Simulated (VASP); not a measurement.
# ZrZn (Pm-3m) in VASP: notebook

The runs below take ZrZn through single point, relaxation of cell and atoms, with LDA.

Program: VASP 6.6.1. These are calculated values, not measurements. Logs are shortened: lines on timing, memory, paths and dates and some standing lists are left out, and cuts for length are marked.

## 1. The cell of the first run

The structure is cubic, space group Pm-3m (No. 221). Conventional cell: a = 3.239 Å, b = 3.239 Å, c = 3.239 Å, α = 90.00°, β = 90.00°, γ = 90.00°. Zr (site symmetry m-3m) has 8 Zn at 2.81 Å and 6 Zr at 3.24 Å within 3.7 Å. Zn (site symmetry m-3m) has 8 Zr at 2.81 Å and 6 Zn at 3.24 Å within 3.7 Å.

## 2. Single point, LDA (16.99 Å³/atom)

INCAR reads:

```
SYSTEM = ZrZn
PREC     = Accurate       ! precision mode
ENCUT    = 520            ! plane-wave cutoff, eV
EDIFF    = 1E-6           ! SCF threshold, eV
ISMEAR   = -1             ! smearing method
SIGMA    = 0.15           ! smearing width, eV
LREAL    = .FALSE.        ! projectors in reciprocal space
LASPH    = .TRUE.         ! aspherical terms in the spheres
NELM     = 60             ! most SCF steps
ALGO     = Fast           ! electronic algorithm
ISIF     = 2              ! what is computed and relaxed
LWAVE    = .FALSE.        ! write WAVECAR
LCHARG   = .FALSE.        ! write CHGCAR
NBANDS   = 19             ! bands
```

KPOINTS reads:

```
regular mesh
0
G
  12 12 12
  0 0 0
```

POSCAR reads:

```
ZrZn
1.0
    3.2389424442      0.0000000000      0.0000000000
    0.0000000000      3.2389424442      0.0000000000
    0.0000000000      0.0000000000      3.2389424442
Zr Zn
1 1
Direct
    0.5000000000      0.5000000000      0.5000000000
    0.0000000000      0.0000000000      0.0000000000
```

Potentials or basis: VASP PAW LDA potentials, release 64 (Zr_sv, Zn).

Command:

```sh
cat potpaw_LDA.64/Zr_sv/POTCAR potpaw_LDA.64/Zn/POTCAR > POTCAR
mpirun -np 1 vasp_std > vasp.out
```

OUTCAR:

```text
SYSTEM = ZrZn
   PREC = Accurate
   ENCUT = 520
   EDIFF = 1E-6
   ISMEAR = -1
   LREAL = .FALSE.
   LASPH = .TRUE.
   NELM = 60
   ISIF = 2

 ion  position               nearest neighbor table
   1  0.500  0.500  0.500-   2 2.81   2 2.81   2 2.81   2 2.81   2 2.81   2 2.81   2 2.81   2 2.81

   2  0.000  0.000  0.000-   1 2.81   1 2.81   1 2.81   1 2.81   1 2.81   1 2.81   1 2.81   1 2.81

  LATTYP: Found a simple cubic cell.
 ALAT       =     3.2389424442

  Lattice vectors:

 A1 = (   3.2389424442,   0.0000000000,   0.0000000000)
 A2 = (   0.0000000000,   3.2389424442,   0.0000000000)
 A3 = (   0.0000000000,   0.0000000000,   3.2389424442)

Analysis of symmetry for initial positions (statically):
=====================================================================
 Subroutine PRICEL returns:
 Original cell was already a primitive cell.

 Routine SETGRP: Setting up the symmetry group for a
 simple cubic supercell.

 Subroutine GETGRP returns: Found 48 space group operations
 (whereof 48 operations were pure point group operations)
 out of a pool of 48 trial point group operations.

The static configuration has the point symmetry O_h .

Analysis of symmetry for dynamics (positions and initial velocities):
=====================================================================
 Subroutine PRICEL returns:
 Original cell was already a primitive cell.

 Routine SETGRP: Setting up the symmetry group for a
 simple cubic supercell.

 Subroutine GETGRP returns: Found 48 space group operations
 (whereof 48 operations were pure point group operations)
 out of a pool of 48 trial point group operations.

The dynamic configuration has the point symmetry O_h .

 Subroutine INISYM returns: Found 48 space group operations
 (whereof 48 operations are pure point group operations),
 and found     1 'primitive' translations

----------------------------------------------------------------------------------------

                                     Primitive cell

  volume of cell :      33.9789

  direct lattice vectors                    reciprocal lattice vectors
     3.238942444  0.000000000  0.000000000     0.308742751  0.000000000  0.000000000
     0.000000000  3.238942444  0.000000000     0.000000000  0.308742751  0.000000000
     0.000000000  0.000000000  3.238942444     0.000000000  0.000000000  0.308742751

  length of vectors
     3.238942444  3.238942444  3.238942444     0.308742751  0.308742751  0.308742751

  position of ions in fractional coordinates (direct lattice)
     0.500000000  0.500000000  0.500000000
     0.000000000  0.000000000  0.000000000

  ion indices of the primitive-cell ions
   primitive index   ion index
                 1           1
                 2           2

----------------------------------------------------------------------------------------

 KPOINTS: regular mesh

Automatic generation of k-mesh.
 Grid dimensions read from file:
 generate k-points for:   12   12   12

 Generating k-lattice:

  Cartesian coordinates                     Fractional coordinates (reciprocal lattice)
     0.025728563  0.000000000  0.000000000     0.083333333  0.000000000  0.000000000
     0.000000000  0.025728563  0.000000000     0.000000000  0.083333333  0.000000000
     0.000000000  0.000000000  0.025728563     0.000000000  0.000000000  0.083333333

  Length of vectors
     0.025728563  0.025728563  0.025728563

  Shift w.r.t. Gamma in fractional coordinates (k-lattice)
     0.000000000  0.000000000  0.000000000

 Subroutine IBZKPT returns following result:
 ===========================================

 Found     84 irreducible k-points:

 Following reciprocal coordinates:
            Coordinates               Weight
  0.000000  0.000000  0.000000      1.000000
  0.083333  0.000000  0.000000      6.000000
  0.166667  0.000000  0.000000      6.000000
  0.250000  0.000000  0.000000      6.000000
  0.333333  0.000000  0.000000      6.000000
  0.416667  0.000000  0.000000      6.000000
[... 16 lines left out ...]
  0.333333  0.333333  0.000000     12.000000
  0.416667  0.333333  0.000000     24.000000
 [... further k-points ...]
   k-points           NKPTS =     84   k-points in BZ     NKDIM =     84   number of bands    NBANDS=     19
   number of dos      NEDOS =    301   number of ions     NIONS =      2
   total plane-waves  NPLWV =  13824
   dimension x,y,z NGX =    24 NGY =   24 NGZ =   24
   dimension x,y,z NGXF=    48 NGYF=   48 NGZF=   48
   ions per type =               1   1
   NGX,Y,Z   is equivalent  to a cutoff of  12.32, 12.32, 12.32 a.u.
   NGXF,Y,Z  is equivalent  to a cutoff of  24.64, 24.64, 24.64 a.u.
 SYSTEM =  ZrZn
   PREC   = accura    normal or accurate (medium, high low for compatibility)
   ISTART =      0    job   : 0-new  1-cont  2-samecut
   ICHARG =      2    charge: 1-file 2-atom 10-const
   ISPIN  =      1    spin polarized calculation?
   LNONCOLLINEAR =      F non collinear calculations
   LSORBIT =      F    spin-orbit coupling
   LASPH  =      T    aspherical Exc in radial PAW
   ENCUT  =  520.0 eV  38.22 Ry    6.18 a.u.   6.02  6.02  6.02*2*pi/ulx,y,z
   NELM   =     60;   NELMIN=  2; NELMDL= -5     # of ELM steps
   EDIFF  = 0.1E-05   stopping-criterion for ELM
   LREAL  =      F    real-space projection
   EDIFFG = 0.1E-04   stopping-criterion for IOM
   NSW    =      0    number of steps for IOM
   IBRION =     -1    ionic relax: 0-MD 1-quasi-New 2-CG
   NFREE  =      0    steps in history (QN), initial steepest desc. (CG)
   ISIF   =      2    stress and relaxation
   ISYM   =      2    0-nonsym 1-usesym 2-fastsym
   POTIM  = 0.5000    time-step for ionic-motion
   TEBEG  =    0.0;   TEEND  =   0.0 temperature during run
   PSTRESS=    0.0 pullay stress
   NELECT =      24.0000    total number of electrons
   NUPDOWN=      -1.0000    fix difference up-down
   EMIN   =  10.00;   EMAX   =-10.00  energy-range for DOS
   EFERMI =   0.00;   METHOD = LEGACY
   ISMEAR =    -1;   SIGMA  =   0.15  broadening in eV -4-tet -1-fermi 0-gaus
   EFERMI_NEDOS =   21; number of points for ismear=-14 and -15
   IALGO  =     68    algorithm
   IMIX   =      4    mixing-type and parameters
     AMIX     =   0.40;   BMIX     =  1.00
     AMIX_MAG =   1.60;   BMIX_MAG =  1.00
  volume/ion in A,a.u.               =      16.99       114.65
  Fermi-wavevector in a.u.,A,eV,Ry     =   1.457948  2.755122 28.920709  2.125612
  Thomas-Fermi vector in A             =   2.574690
   LORBIT       =      0    0 simple, 1 ext, 2 COOP (PROOUT), +10 PAW based schemes
   GGA     = CA    functional components
   LHFCALC =     F    Hartree Fock is set to
   AEXX    =    0.0000 exact exchange contribution
   IVDW    =     0    specifies the selected vdW correction
   LEPSILON=     F    determine dielectric tensor
   LRPA    =     F    only Hartree local field effects (RPA)
 non-spin polarized calculation
 RMM-DIIS sequential band-by-band and
  energy-cutoff  :      520.00
  volume of cell :       33.98
 maximum number of plane-waves:       938
   NGX = 13   NGY = 13   NGZ = 13

 number of electron      24.0000018 magnetization

 Free energy of the ion-electron system (eV)
  ---------------------------------------------------
  ext. energy  EPLUGINS =         0.00000000
  ---------------------------------------------------
  free energy    TOTEN  =       -11.81134862 eV

  energy without entropy =      -11.73774571  energy(sigma->0) =      -11.77454716

 E-fermi :   7.4917     XC(G=0): -12.1630

 val. band max:        7.3590802182   @ k =   0.5000   0.4167   0.0000
 cond. band min:       7.5058779039   @ k =   0.5000   0.3333   0.0000
 fundamental gap:      0.1467976857
 Fermi energy:         7.4916944600

 k-point     1 :       0.0000    0.0000    0.0000
  band No.  band energies     occupation
      1     -40.9366      2.00000
      2     -18.9206      2.00000
      3     -18.9206      2.00000
      4     -18.9206      2.00000
      5      -0.7851      2.00000
      6      -0.1928      2.00000
[... 11 lines left out ...]
     18      13.2886      0.00000
     19      20.0298      0.00000

 k-point     2 :       0.0833    0.0000    0.0000
  band No.  band energies     occupation
      1     -40.9336      2.00000
      2     -18.9579      2.00000
      3     -18.9176      2.00000
      4     -18.9176      2.00000
      5      -0.6555      2.00000
      6      -0.1815      2.00000
[... 11 lines left out ...]
     18      13.8655      0.00000
     19      20.7357      0.00000

 k-point     3 :       0.1667    0.0000    0.0000
  band No.  band energies     occupation
      1     -40.9252      2.00000
      2     -19.0584      2.00000
      3     -18.9093      2.00000
      4     -18.9093      2.00000
      5      -0.2881      2.00000
      6      -0.1503      2.00000
[... 11 lines left out ...]
     18      14.9679      0.00000
     19      19.4395      0.00000

 k-point     4 :       0.2500    0.0000    0.0000
  band No.  band energies     occupation
      1     -40.9138      2.00000
      2     -19.1929      2.00000
      3     -18.8980      2.00000
      4     -18.8980      2.00000
      5      -0.1074      2.00000
      6      -0.0285      2.00000
[... 11 lines left out ...]
     18      16.2079      0.00000
     19      18.2634      0.00000

 k-point     5 :       0.3333    0.0000    0.0000
  band No.  band energies     occupation
      1     -40.9023      2.00000
      2     -19.3242      2.00000
      3     -18.8867      2.00000
      4     -18.8867      2.00000
      5      -0.0641      2.00000
      6       0.0669      2.00000
[... 11 lines left out ...]
     18      17.5143      0.00000
     19      17.5143      0.00000
[... 334 lines left out ...]
      2     -19.3763      2.00000
      3     -19.1296      2.00000
      4     -18.8534      2.00000
      5      -0.0491      2.00000
      6      -0.0218      2.00000
[... 11 lines left out ...]
     18      17.2747      0.00000
     19      18.2972      0.00000

 k-point    22 :       0.5000    0.2500    0.0000
  band No.  band energies     occupation
      1     -40.8691      2.00000
      2     -19.4090      2.00000
      3     -19.1251      2.00000
      4     -18.8501      2.00000
      5      -0.0405      2.00000
      6      -0.0353      2.00000
[... 11 lines left out ...]
     18      16.7792      0.00000
     19      18.5199      0.00000

 k-point    23 :       0.3333    0.3333    0.0000
  band No.  band energies     occupation
      1     -40.8693      2.00000
      2     -19.2745      2.00000
      3     -19.2572      2.00000
      4     -18.8498      2.00000
      5      -0.0873      2.00000
      6      -0.0443      2.00000
[... 11 lines left out ...]
     18      17.2993      0.00000
     19      17.8533      0.00000

 k-point    24 :       0.4167    0.3333    0.0000
  band No.  band energies     occupation
      1     -40.8612      2.00000
      2     -19.3551      2.00000
      3     -19.2513      2.00000
      4     -18.8408      2.00000
      5      -0.1116      2.00000
      6      -0.0729      2.00000
[... 11 lines left out ...]
     18      16.6511      0.00000
     19      17.5361      0.00000

 [... further k-points ...]

------------------------ aborting loop because EDIFF is reached ----------------------------------------

  FORCE on cell =-STRESS in cart. coord.  units (eV):
  Direction    XX          YY          ZZ          XY          YZ          ZX
  --------------------------------------------------------------------------------------
  -------------------------------------------------------------------------------------
  Total        0.6558801      0.6558801      0.6558801      0.0000000      0.0000000     -0.0000000
  in kB       30.9261155     30.9261155     30.9261155      0.0000000      0.0000000     -0.0000000
  external PRESSURE =      30.9261155 kB  Pullay stress =       0.0000000 kB

 VOLUME and BASIS-vectors are now :
 -----------------------------------------------------------------------------
  energy-cutoff  :      520.00
  volume of cell :       33.98
      direct lattice vectors                 reciprocal lattice vectors
     3.238942444  0.000000000  0.000000000     0.308742751  0.000000000  0.000000000
     0.000000000  3.238942444  0.000000000     0.000000000  0.308742751  0.000000000
     0.000000000  0.000000000  3.238942444     0.000000000  0.000000000  0.308742751

 POSITION                                       TOTAL-FORCE (eV/Angst)
 -----------------------------------------------------------------------------------
      1.61947      1.61947      1.61947         0.000000      0.000000      0.000000
      0.00000      0.00000      0.00000         0.000000      0.000000      0.000000
 -----------------------------------------------------------------------------------
    total drift:                                0.000000      0.000000     -0.000000

  FREE ENERGIE OF THE ION-ELECTRON SYSTEM (eV)
  ---------------------------------------------------
  free  energy   TOTEN  =       -11.8113486166 eV

  energy  without entropy=      -11.7377457124  energy(sigma->0) =      -11.77454716
```

Run time: 19 s. Hardware: 1 thread of Intel Xeon 6975P-C (Granite Rapids), shared host; peak memory 0.17 GiB.

What came out:

```
Free energy            : -11.8113 eV
Pressure               : 3.1 GPa
Band gap on the k mesh : zero (bands 12 and 13 overlap by 0.28 eV)
```

Levels at points of the mesh, in eV from the Fermi level:
| k point | band 9 | band 10 | band 11 | band 12 | band 13 | band 14 | band 15 | band 16 |
| --- | --- | --- | --- | --- | --- | --- | --- | --- |
| (0.00, 0.00, 0.00) | -7.28 | -7.28 | -1.01 | -1.01 | 3.77 | 3.77 | 3.77 | 5.80 |
| (0.50, 0.00, 0.00) | -7.23 | -4.31 | -4.30 | -0.75 | 0.66 | 0.66 | 3.83 | 5.62 |
| (0.50, 0.50, 0.00) | -7.02 | -4.68 | -0.41 | -0.19 | -0.19 | 2.21 | 2.21 | 5.30 |
| (0.50, 0.50, 0.50) | -7.01 | -3.06 | -3.06 | -3.06 | 0.46 | 5.46 | 5.46 | 6.45 |

Caveat: the cell stands under pressure.

(Continued in part 2 of 2.)
